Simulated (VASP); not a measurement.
The system is RbReSe2.

```
Re Se Rb
1.0
     4.07508    0.00000    0.00000
    -2.03754    3.52913    0.00000
     0.00000   -2.35275    7.69334
Re Se Rb
1 2 1
Direct
  0.50000 0.00000 0.50000
  0.23110 0.46220 0.69330
  0.76890 0.53780 0.30670
  0.00000 0.00000 0.00000
```

* Program: VASP 6.6.1
* Task: relaxation of the atoms
* Functional: PBE
* Potentials or basis: VASP PAW PBE potentials, release 64 (Re, Se, Rb_sv)
* Cutoff: 520 eV
* k mesh: 7 × 7 × 7
* Occupations: fermi-dirac, width 0.1 eV
* Spin: no spin polarisation

At the start: pressure -8.7 GPa; volume 27.66 Å³/atom.

Task: Where does the relaxation end?

Result: Over 3 steps the energy falls by 180.4 meV/atom; space group R-3m (No. 166, to 0.05 Å).

The path:
```
step  energy change (eV)  largest force (eV/Å)  pressure (GPa)
   1              0.0000                2.2345           -8.71
   2             -0.4074                1.5293           -7.70
   3             -0.7214                0.0200           -4.57
```

Final structure:
```yaml
crystal:
  lattice:
    - [4.07508, 0.00000, 0.00000]
    - [-2.03754, 3.52913, 0.00000]
    - [0.00000, -2.35275, 7.69334]
  atoms:
    - { symbol: Re, position: [0.50000, 0.00000, 0.50000] }
    - { symbol: Se, position: [0.21786, 0.43572, 0.65357] }
    - { symbol: Se, position: [0.78214, 0.56428, 0.34643] }
    - { symbol: Rb, position: [0.00000, 0.00000, 0.00000] }
```
